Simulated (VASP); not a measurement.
A run of VASP 6.6.1:

INCAR

```
PREC = Accurate
ENCUT = 520
EDIFF = 1E-6
ISMEAR = 0
SIGMA = 0.1
LREAL = False
LASPH = True
NELM = 100
ALGO = Normal
ISIF = 2
LWAVE = False
LCHARG = True
LDIPOL = True
IDIPOL = 3
DIPOL = 0.5 0.5 0.500
GGA = PE
LELF = True
LVHAR = True
LVACPOTAV = True
NBANDS = 19
```

File KPOINTS:

```
Automatic mesh
0
Gamma
  6 6 1
```

Contents of POSCAR:

```
TiTe2
1.0
    3.7352960400      0.0000000000      0.0000000000
   -1.8676480200      3.2348610800      0.0000000000
    0.0000000000      0.0000000000     18.0000000000
Ti Te
1 2
Direct
    0.0000000000      0.0000000000      0.5000000000
    0.3333333300      0.6666666700      0.4009841000
    0.3333333300      0.6666666700      0.5990159000
```

Potentials or basis: VASP PAW PBE potentials, release 64 (Ti_sv, Te).

Launch:

```sh
$ cat potpaw_PBE.64/Ti_sv/POTCAR potpaw_PBE.64/Te/POTCAR > POTCAR
$ mpirun -np 1 vasp_std > vasp.out
```

Hardware: 1 thread of Intel(R) Xeon(R) Platinum 8259CL CPU @ 2.50GHz (Skylake/Cascade Lake), on a shared host.

Question: How long does it take, and how much memory?

Answer: Wall time 61 s on 1 thread of Intel(R) Xeon(R) Platinum 8259CL CPU @ 2.50GHz (Skylake/Cascade Lake), on a shared host, peak memory 0.31 GiB. Counts: scf iterations 23, k points 7.
